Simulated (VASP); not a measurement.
Set up this calculation in VASP 6.6.1, as the native input.

```
Task                   : single point
Functional             : PBE
Dispersion             : D3(BJ)
Potentials or basis    : VASP PAW PBE potentials, release 64 (Pb_d, Se)
Cutoff                 : 520 eV
k mesh                 : 6 × 6 × 2
Occupations            : fermi-dirac, width 0.02 eV
Spin                   : no spin polarisation
Dipole correction      : no
Further INCAR settings : ALGO = Normal; EDIFF = 1e-07; NBANDS = 28
```

The structure of PbSe lies in POSCAR:

```
PbSe
1.0
    4.3082528980      0.0363844481      0.5179552907
    0.0263223768      4.3137056834     -0.5189881957
   -0.7593528097     -3.5825031845      6.5674155696
Pb Se
2 2
Direct
    0.7416998089      1.0108571112      0.7499120784
    0.2418003342      0.0104961336      0.2498844160
    0.2431343594      0.5073838140      0.7489350283
    0.7432104975      0.5073709412      0.2492904772
```

One way to write it, as run:

INCAR

```
SYSTEM = PbSe
PREC = Accurate ; ENCUT = 520
EDIFF = 1E-7 ; ISMEAR = -1
SIGMA = 0.02 ; LREAL = .False.
LASPH = .True. ; NELM = 100
ALGO = Normal ; ISIF = 2
LWAVE = .False. ; LCHARG = .False.
GGA = PE ; IVDW = 12
NBANDS = 28
```

KPOINTS

```
regular mesh
0
Gamma
  6 6 2
  0 0 0
```

Potentials or basis: VASP PAW PBE potentials, release 64 (Pb_d, Se).

Launch:

```console
$ cat potpaw_PBE.64/Pb_d/POTCAR potpaw_PBE.64/Se/POTCAR > POTCAR
$ mpirun -np 1 vasp_std > vasp.out
```

It gave:

```json
{
 "Pressure": "0.0 GPa",
 "Band gap on the k mesh": "0.31 eV",
 "Dispersion energy per atom": "-0.365 eV"
}
```

Caveat: spin-orbit coupling is left out, which moves the levels of the heavy elements.

Run time: 60 s on 1 thread of Intel(R) Xeon(R) Platinum 8488C (Sapphire Rapids) (shared host), peak memory 0.31 GiB.
